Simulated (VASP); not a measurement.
Runs of VASP 6.6.1 on Al2BAs3. The structure is that of space group R-3m (No. 166), or close to it. The cells are those of the table. 

```tsv
task	cell	k mesh	cutoff (eV)	gap on the mesh (eV)	pressure (GPa)	largest force (eV/Å)
single point	a = 4.743 Å, angles 83.8°, 6 atoms	6 × 6 × 6	520	none	(b)	0.04
single point	a = 4.751 Å, angles 83.9°, 6 atoms	12 × 12 × 12	520	none	(a)	0.03
relaxation of cell and atoms	relaxed from a = 5.308 Å, angles 56.3°, 6 atoms	6 × 6 × 6	600	none	-0.2	0.04
single point	a = 5.308 Å, angles 56.3°, 6 atoms	6 × 6 × 6	520	none	10.7	0.42
```

Alike in all rows: level PBE; potentials or basis VASP PAW PBE potentials, release 64 (Al, B, As); no spin polarisation; smearing gaussian 0.1 eV.

Question: Fill in the values left out.

Answer: (a) 0.1; (b) 0.3.

A k mesh can miss the band edges, and the runs leave out spin-orbit coupling on As.

A gap of «none» marks levels without a gap at the run's occupations.
